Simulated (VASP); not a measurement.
# As in VASP: notebook

As is run at these levels: PBE; tasks: relaxation of cell and atoms, single point.

Everything below comes from runs of VASP 6.6.1. Logs are shortened: lines on timing, memory, paths and dates and some standing lists are left out, and cuts for length are marked.

## (1) The cell of the first run

The structure is trigonal, space group P-3m1 (No. 164). Conventional cell: a = 3.642 Å, b = 3.642 Å, c = 4.738 Å, α = 90.00°, β = 90.00°, γ = 120.00°. Within 3.3 Å of As (site symmetry 3m) lie 3 As at 2.51 Å.

The cell was generated, and may not be a known phase.

## (2) Relaxation of cell and atoms, PBE

Contents of INCAR:

```
SYSTEM = As
PREC = Accurate
ENCUT = 600
EDIFF = 1E-7
ISMEAR = 0
SIGMA = 0.1
LREAL = .False.
LASPH = .True.
NELM = 100
ALGO = Normal
ISIF = 3
LWAVE = .False.
LCHARG = .False.
GGA = PE
IBRION = 2
NSW = 100
EDIFFG = -0.01
```

Contents of KPOINTS:

```
Automatic mesh
0
Gamma
  18 18 12
  0 0 0
```

Contents of POSCAR:

```
As
1.0
    3.6415322018      0.0000000000      0.0000000000
   -1.8207661009      3.1536593955      0.0000000000
    0.0000000000      0.0000000000      4.7380984219
As
2
Direct
    0.3333333333      0.6666666667      0.8548822897
    0.6666666667      0.3333333333      0.1451177103
```

Potentials or basis: VASP PAW PBE potentials, release 64 (As).

Command:

```
cat potpaw_PBE.64/As/POTCAR > POTCAR
mpirun -np 1 vasp_std > vasp.out
```

OUTCAR:

```text
SYSTEM = As
   PREC = Accurate
   ENCUT = 600
   EDIFF = 1E-7
   ISMEAR = 0
   LREAL = .False.
   LASPH = .True.
   NELM = 100
   ISIF = 3
   GGA = PE
   IBRION = 2
   NSW = 100
   EDIFFG = -0.01

 ion  position               nearest neighbor table
   1  0.333  0.667  0.855-   2 2.51   2 2.51   2 2.51
   2  0.667  0.333  0.145-   1 2.51   1 2.51   1 2.51

  LATTYP: Found a hexagonal cell.
 ALAT       =     3.6415322018
 C/A-ratio  =     1.3011277010

  Lattice vectors:

 A1 = (   3.6415322018,   0.0000000000,   0.0000000000)
 A2 = (  -1.8207661009,   3.1536593955,   0.0000000000)
 A3 = (   0.0000000000,   0.0000000000,   4.7380984219)

Analysis of symmetry for initial positions (statically):
=====================================================================
 Subroutine PRICEL returns:
 Original cell was already a primitive cell.

 Routine SETGRP: Setting up the symmetry group for a
 hexagonal supercell.

 Subroutine GETGRP returns: Found 12 space group operations
 (whereof 12 operations were pure point group operations)
 out of a pool of 24 trial point group operations.

The static configuration has the point symmetry D_3d.

Analysis of symmetry for dynamics (positions and initial velocities):
=====================================================================
 Subroutine PRICEL returns:
 Original cell was already a primitive cell.

 Routine SETGRP: Setting up the symmetry group for a
 hexagonal supercell.

 Subroutine GETGRP returns: Found 12 space group operations
 (whereof 12 operations were pure point group operations)
 out of a pool of 24 trial point group operations.

The dynamic configuration has the point symmetry D_3d.

 Subroutine INISYM returns: Found 12 space group operations
 (whereof 12 operations are pure point group operations),
 and found     1 'primitive' translations

----------------------------------------------------------------------------------------

                                     Primitive cell

  volume of cell :      54.4130

  direct lattice vectors                    reciprocal lattice vectors
     3.641532202  0.000000000  0.000000000     0.274609682  0.158545974  0.000000000
    -1.820766101  3.153659396  0.000000000     0.000000000  0.317091948  0.000000000
     0.000000000  0.000000000  4.738098422     0.000000000  0.000000000  0.211055135

  length of vectors
     3.641532202  3.641532202  4.738098422     0.317091948  0.317091948  0.211055135
[... 112 lines left out ...]
 conjugate gradient relaxation of ions
 non-spin polarized calculation
 Gauss-broadening in eV      SIGMA  =   0.10
  energy-cutoff  :      600.00
  volume of cell :       54.41
 maximum number of plane-waves:      1843
 NGX is ok and might be reduce to    30

--------------------------------------- Ionic step        1  -------------------------------------------

 number of electron      10.0000000 magnetization

 number of electron       9.9999999 magnetization

 Free energy of the ion-electron system (eV)
  ---------------------------------------------------
  ext. energy  EPLUGINS =         0.00000000
  ---------------------------------------------------
  free energy    TOTEN  =        -9.33297257 eV

  energy without entropy =       -9.33228434  energy(sigma->0) =       -9.33262846

------------------------ aborting loop because EDIFF is reached ----------------------------------------

  FORCE on cell =-STRESS in cart. coord.  units (eV):
  Direction    XX          YY          ZZ          XY          YZ          ZX
  --------------------------------------------------------------------------------------
  -------------------------------------------------------------------------------------
  Total       -0.0178545     -0.0178545      0.2632822      0.0000000      0.0000000      0.0000000
  in kB       -0.5257221     -0.5257221      7.7522720      0.0000000      0.0000000      0.0000000
  external PRESSURE =       2.2336093 kB  Pullay stress =       0.0000000 kB
[... 89 lines left out ...]
  FREE ENERGIE OF THE ION-ELECTRON SYSTEM (eV)
  ---------------------------------------------------
  free  energy   TOTEN  =        -9.3340087923 eV

  energy  without entropy=       -9.3333848039  energy(sigma->0) =       -9.33369680

[... ionic steps 4 to 11 ...]

--------------------------------------- Ionic step       12  -------------------------------------------

 number of electron       9.9999998 magnetization

------------------------ aborting loop because EDIFF is reached ----------------------------------------
[... 67 lines left out ...]
--------------------------------------- Ionic step       14  -------------------------------------------

 number of electron       9.9999998 magnetization

 Free energy of the ion-electron system (eV)
  ---------------------------------------------------
  ext. energy  EPLUGINS =         0.00000000
  ---------------------------------------------------
  free energy    TOTEN  =        -9.34070661 eV

  energy without entropy =       -9.34070661  energy(sigma->0) =       -9.34070661

 E-fermi :   2.3737     XC(G=0):  -8.0995

 val. band max:        1.9886168187   @ k =   0.0000   0.0000   0.5000
 cond. band min:       2.7547132363   @ k =   0.3333   0.0000   0.1667
 fundamental gap:      0.7660964176
 Fermi energy:         2.3737457444

 k-point     1 :       0.0000    0.0000    0.0000
  band No.  band energies     occupation
      1     -11.8932      2.00000
      2      -5.4006      2.00000
      3       0.2698      2.00000
      4       1.5224      2.00000
      5       1.5224      2.00000
      6       3.8362      0.00000
      7       5.0310      0.00000
      8       5.0310      0.00000
      9       9.5139      0.00000
[... 265 lines left out ...]
 k-point    24 :       0.3889    0.1111    0.0000
  band No.  band energies     occupation
      1      -9.5504      2.00000
      2      -7.3812      2.00000
      3      -1.8425      2.00000
      4      -0.7347      2.00000
      5       0.3150      2.00000
      6       3.8457      0.00000
      7       4.6687      0.00000
      8       5.6990      0.00000
      9       7.5344      0.00000

 [... further k-points ...]

------------------------ aborting loop because EDIFF is reached ----------------------------------------

  FORCE on cell =-STRESS in cart. coord.  units (eV):
  Direction    XX          YY          ZZ          XY          YZ          ZX
  --------------------------------------------------------------------------------------
  -------------------------------------------------------------------------------------
  Total       -0.0033686     -0.0033686     -0.0002083      0.0000000      0.0000000     -0.0000000
  in kB       -0.0884544     -0.0884544     -0.0054690      0.0000000      0.0000000     -0.0000000
  external PRESSURE =      -0.0607926 kB  Pullay stress =       0.0000000 kB
[... 17 lines left out ...]
  FREE ENERGIE OF THE ION-ELECTRON SYSTEM (eV)
  ---------------------------------------------------
  free  energy   TOTEN  =        -9.3407066097 eV

  energy  without entropy=       -9.3407066096  energy(sigma->0) =       -9.34070661

 reached required accuracy - stopping structural energy minimisation
```

CONTCAR:

```text
As
   1.00000000000000
     3.6148212884579443   -0.0000000000000000    0.0000000000000001
    -1.8074106442289721    3.1305270659865454    0.0000000000000004
     0.0000000000000001    0.0000000000000000    5.3917932330538907
  As
     2
Direct
     0.3333333332999970    0.6666666667000030    0.8705858884744718
     0.6666666667000030    0.3333333332999970    0.1294141115255282

  0.00000000E+00  0.00000000E+00  0.00000000E+00
  0.00000000E+00  0.00000000E+00  0.00000000E+00
```

Run time: 26 min. Hardware: 1 thread of Intel Xeon Platinum 8259CL at 2.50GHz (Skylake/Cascade Lake), shared host; peak memory 0.38 GiB.

Results:

| Quantity | Value |
| --- | --- |
| Free energy | -9.3407 eV |
| Relaxed volume | 30.51 Å³/atom |
| Relaxed cell | a = 3.615 Å, b = 3.615 Å, c = 5.392 Å, α = 90.00°, β = 90.00°, γ = 120.00° |
| Space group after relaxing (to 0.1 Å) | P-3m1 (No. 164) |
| Energy gained by relaxing | 3.9 meV/atom |
| Ionic steps | 14 |
| Pressure after relaxing | 0.0 GPa |
| Band gap on the k mesh | 0.77 eV (least direct gap 1.17 eV) |

Forces in eV/Å, atoms in the order of the input:
```
As   0.000  0.000  0.002
As   0.000  0.000 -0.002
```

Step by step:
```
step  energy change (eV)  largest force (eV/Å)  pressure (GPa)  volume (Å³)
   1              0.0000                0.1270            0.22        54.41
   2             -0.0007                0.1185           -0.35        54.71
   3             -0.0010                0.0306           -0.14        54.60
   4             -0.0014                0.0304            0.04        54.48
   5             -0.0015                0.0301            0.12        54.42
   6             -0.0017                0.0286            0.12        54.53
   7             -0.0024                0.0235            0.11        54.88
   8             -0.0036                0.0101            0.11        55.58
   9             -0.0056                0.0252            0.15        56.97
  10             -0.0068                0.1380            0.39        59.73
  11             -0.0069                0.1264            0.36        59.84
  12             -0.0073                0.0910            0.25        60.16
  13             -0.0077                0.0214            0.06        60.80
  14             -0.0077                0.0021           -0.01        61.02
```

Final structure:
```yaml
crystal:
  lattice:
    - [3.61482, 0.00000, 0.00000]
    - [-1.80741, 3.13053, 0.00000]
    - [0.00000, 0.00000, 5.39179]
  atoms:
    - { symbol: As, position: [0.33333, 0.66667, 0.87059] }
    - { symbol: As, position: [0.66667, 0.33333, 0.12941] }
```

Caveat: this functional lacks dispersion, which binds layers or chains, so the pressure and a relaxed spacing across them are unreliable. A k mesh can miss the band edges.

## (3) Single point, PBE

This run uses another cell than the first one, of the same volume but with other edges.

Contents of INCAR:

```
SYSTEM = As
PREC = Accurate
ENCUT = 510
EDIFF = 1E-6
ISMEAR = 0
SIGMA = 0.1
LREAL = .False.
LASPH = .True.
NELM = 120
ALGO = Normal
ISIF = 2
LWAVE = .False.
LCHARG = .False.
GGA = PE
NBANDS = 22
GGA_COMPAT = .False.
```

Contents of KPOINTS:

```
regular mesh
0
Gamma
  6 4 6
  0 0 0
```

Contents of POSCAR:

```
As
1.0
    3.6129264834      0.3977634562      0.2542257505
    3.1248016904      5.0728972812     -0.3411183188
    1.5577856198      0.5750064474      3.2526285063
As
2
Direct
    0.4434037839     -0.0653744704      0.0672373103
    0.4866507879      0.2248609502      0.3999953416
```

Potentials or basis: VASP PAW PBE potentials, release 64 (As_d).

Command:

```
cat potpaw_PBE.64/As_d/POTCAR > POTCAR
mpirun -np 1 vasp_std > vasp.out
```

Run time: 1.8 min. Hardware: 1 thread of Intel Xeon Platinum 8375C at 2.90GHz (Ice Lake), shared host; peak memory 0.22 GiB.

Results (log left out):

```yaml
Free_energy: -9.3390 eV
Pressure: -0.1 GPa
Largest_force: 0.036 eV/Å
Band_gap_on_the_k_mesh: zero (bands 15 and 16 overlap by 0.35 eV)
```

Forces on the atoms (eV/Å):
```
As  -0.009 -0.033 -0.011
As   0.009  0.033  0.011
```

Stress tensor (GPa, compression positive):
```
-0.23  0.07 -0.04
 0.07  0.12 -0.02
-0.04 -0.02 -0.13
```

Levels at points of the mesh, in eV from the Fermi level:
| k point | band 13 | band 14 | band 15 | band 16 | band 17 | band 18 |
| --- | --- | --- | --- | --- | --- | --- |
| (0.00, 0.00, 0.00) | -2.55 | -1.17 | -1.12 | 1.37 | 2.44 | 2.46 |
| (0.50, 0.00, 0.00) | -4.76 | -2.96 | -2.83 | 1.05 | 3.04 | 3.29 |
| (0.00, 0.50, 0.00) | -1.05 | -0.99 | 0.37 | 0.43 | 2.41 | 2.42 |
| (0.50, 0.50, 0.00) | -3.82 | -2.99 | -2.02 | 0.75 | 1.54 | 3.96 |
| (0.00, 0.00, 0.50) | -3.81 | -2.96 | -2.05 | 0.78 | 1.55 | 3.98 |
| (0.50, 0.00, 0.50) | -4.76 | -2.97 | -2.77 | 1.10 | 3.08 | 3.31 |
| (0.00, 0.50, 0.50) | -4.76 | -2.96 | -2.79 | 1.08 | 3.06 | 3.29 |
| (0.50, 0.50, 0.50) | -3.81 | -2.94 | -2.06 | 0.80 | 1.56 | 3.99 |

## (4) Single point, PBE

This run uses another cell than the first one, of 30.54 Å³/atom.

Contents of INCAR:

```
PREC = Accurate ; ENCUT = 510
EDIFF = 1E-6 ; ISMEAR = 0
SIGMA = 0.02 ; LREAL = F
LASPH = T ; NELM = 120
ALGO = Normal ; ISIF = 2
LWAVE = F ; LCHARG = T
GGA = PE ; LELF = T
LVHAR = T ; NBANDS = 22
GGA_COMPAT = F
```

Contents of KPOINTS:

```
regular mesh
0
Gamma
  9 9 6
```

Contents of POSCAR:

```
As
1.0
    3.6116436832      0.0000000000      0.0000000000
   -1.8058218416      3.1277751791      0.0000000000
    0.0000000000      0.0000000000      5.4072870922
As
2
Direct
    0.3333333333      0.6666666667      0.8715187665
    0.6666666667      0.3333333333      0.1284812335
```

Potentials or basis: VASP PAW PBE potentials, release 64 (As_d).

Command:

```
cat potpaw_PBE.64/As_d/POTCAR > POTCAR
mpirun -np 1 vasp_std > vasp.out
```

OUTCAR:

```text
PREC = Accurate
   ENCUT = 510
   EDIFF = 1E-6
   ISMEAR = 0
   LREAL = F
   LASPH = T
   NELM = 120
   ISIF = 2
   GGA = PE

 ion  position               nearest neighbor table
   1  0.333  0.667  0.872-   2 2.51   2 2.51   2 2.51
   2  0.667  0.333  0.128-   1 2.51   1 2.51   1 2.51

  LATTYP: Found a hexagonal cell.
 ALAT       =     3.6116436832
 C/A-ratio  =     1.4971817728

  Lattice vectors:

[... 785 lines left out ...]

 [... further k-points ...]

------------------------ aborting loop because EDIFF is reached ----------------------------------------

  FORCE on cell =-STRESS in cart. coord.  units (eV):
  Direction    XX          YY          ZZ          XY          YZ          ZX
  --------------------------------------------------------------------------------------
  -------------------------------------------------------------------------------------
  Total        0.0115011      0.0115011      0.0220871      0.0000000      0.0000000     -0.0000000
  in kB        0.3016697      0.3016697      0.5793340      0.0000000      0.0000000     -0.0000000
  external PRESSURE =       0.3942245 kB  Pullay stress =       0.0000000 kB

 VOLUME and BASIS-vectors are now :
 -----------------------------------------------------------------------------
  energy-cutoff  :      510.00
  volume of cell :       61.08
      direct lattice vectors                 reciprocal lattice vectors
     3.611643683  0.000000000  0.000000000     0.276882242  0.159858037  0.000000000
    -1.805821842  3.127775179  0.000000000     0.000000000  0.319716074  0.000000000
     0.000000000  0.000000000  5.407287092     0.000000000  0.000000000  0.184935622

 POSITION                                       TOTAL-FORCE (eV/Angst)
 -----------------------------------------------------------------------------------
     -0.00000      2.08518      4.71255         0.000000     -0.000000     -0.024312
      1.80582      1.04259      0.69473        -0.000000      0.000000      0.024312
 -----------------------------------------------------------------------------------
    total drift:                               -0.000000      0.000000      0.000000

  FREE ENERGIE OF THE ION-ELECTRON SYSTEM (eV)
  ---------------------------------------------------
  free  energy   TOTEN  =        -9.3625717323 eV

  energy  without entropy=       -9.3625717323  energy(sigma->0) =       -9.36257173
```

It took 54 s on 1 thread of Intel Xeon Platinum 8259CL at 2.50GHz (Skylake/Cascade Lake), shared host; peak memory 0.21 GiB.

What came out:

```yaml
Free_energy: -9.3626 eV
Pressure: 0.0 GPa
Largest_force: 0.024 eV/Å
Band_gap_on_the_k_mesh: 0.79 eV (least direct gap 1.20 eV)
```

Forces on the atoms (eV/Å):
```
As   0.000  0.000 -0.024
As   0.000  0.000  0.024
```

Levels at points of the mesh, in eV from the valence-band top:
| k point | band 13 | band 14 | band 15 | band 16 | band 17 | band 18 |
| --- | --- | --- | --- | --- | --- | --- |
| (0.00, 0.00, 0.00) | -1.69 | -0.47 | -0.47 | 1.86 | 3.06 | 3.06 |
| (0.00, 0.00, 0.50) | -0.44 | -0.44 | 0.00 | 1.20 | 3.05 | 3.05 |

Caveat: this functional lacks dispersion, which binds layers or chains, so the pressure and a relaxed spacing across them are unreliable. A k mesh can miss the band edges.

## (5) Single point, PBE

This run uses another cell than the first one, of 30.54 Å³/atom.

Contents of INCAR:

```
SYSTEM = As
PREC = Accurate ; ENCUT = 510
EDIFF = 1E-6 ; ISMEAR = 0
SIGMA = 0.1 ; LREAL = .FALSE.
LASPH = .TRUE. ; NELM = 120
ALGO = Normal ; ISIF = 2
LWAVE = .FALSE. ; LCHARG = .TRUE.
GGA = PE ; LELF = .TRUE.
LVHAR = .TRUE. ; NBANDS = 22
GGA_COMPAT = .FALSE.
```

Contents of KPOINTS:

```
Automatic mesh
0
G
  18 18 12
  0 0 0
```

POSCAR is that of step 4.

Command:

```
cat potpaw_PBE.64/As_d/POTCAR > POTCAR
mpirun -np 1 vasp_std > vasp.out
```

Wall time 5.6 min (1 thread of Intel Xeon Platinum 8259CL at 2.50GHz (Skylake/Cascade Lake), shared host); peak memory 0.48 GiB.

It converged, with:

- Free energy: -9.3648 eV
- Pressure: 0.0 GPa
- Largest force: 0.029 eV/Å
- Band gap on the k mesh: 0.79 eV (least direct gap 1.20 eV)

Forces on the atoms (eV/Å):
```
As   0.000  0.000 -0.029
As   0.000  0.000  0.029
```

Levels at points of the mesh, in eV from the valence-band top:
```tsv
k point	band 12	band 13	band 14	band 15	band 16	band 17	band 18	band 19
(0.00, 0.00, 0.00)	-7.38	-1.69	-0.47	-0.47	1.86	3.06	3.06	7.51
(0.50, 0.00, 0.00)	-9.53	-3.63	-2.33	-1.81	1.44	2.23	4.25	5.16
(0.00, 0.00, 0.50)	-7.78	-0.44	-0.44	0.00	1.20	3.05	3.05	6.04
(0.50, 0.00, 0.50)	-9.52	-3.99	-2.29	-2.16	1.60	3.34	3.92	7.59
```

Caveat: this functional lacks dispersion, which binds layers or chains, so the pressure and a relaxed spacing across them are unreliable. A k mesh can miss the band edges.

## (6) Summary

```csv
task,potentials or basis,cell,k mesh,cutoff (eV),smearing,gap on the mesh (eV),pressure (GPa),largest force (eV/Å)
relaxation of cell and atoms,"VASP PAW PBE potentials, release 64 (As)","relaxed from a = 3.642, b = 3.642, c = 4.738 Å, angles 90.0, 90.0, 120.0°, 2 atoms, atomic positions A",18 × 18 × 12,600,gaussian 0.1 eV,0.77,0.0,-
single point,"VASP PAW PBE potentials, release 64 (As_d)","a = 3.644, b = 5.968, c = 3.652 Å, angles 72.2, 59.8, 52.6°, 2 atoms, atomic positions B",6 × 4 × 6,510,gaussian 0.1 eV,none,-0.1,0.04
single point,"VASP PAW PBE potentials, release 64 (As_d)","a = 3.612, b = 3.612, c = 5.407 Å, angles 90.0, 90.0, 120.0°, 2 atoms, atomic positions C",9 × 9 × 6,510,gaussian 0.02 eV,0.79,0.0,0.02
single point,"VASP PAW PBE potentials, release 64 (As_d)","a = 3.612, b = 3.612, c = 5.407 Å, angles 90.0, 90.0, 120.0°, 2 atoms, atomic positions C",18 × 18 × 12,510,gaussian 0.1 eV,0.79,0.0,0.03
```

Alike in all rows: level PBE; no spin polarisation.

Caveats: this functional lacks dispersion, which binds layers or chains, so the pressure and a relaxed spacing across them are unreliable (at least some runs).

Absolute energies hang on the potentials; compare differences alone.

The gap in the log of VASP goes by the Fermi energy; the results here count the filled bands.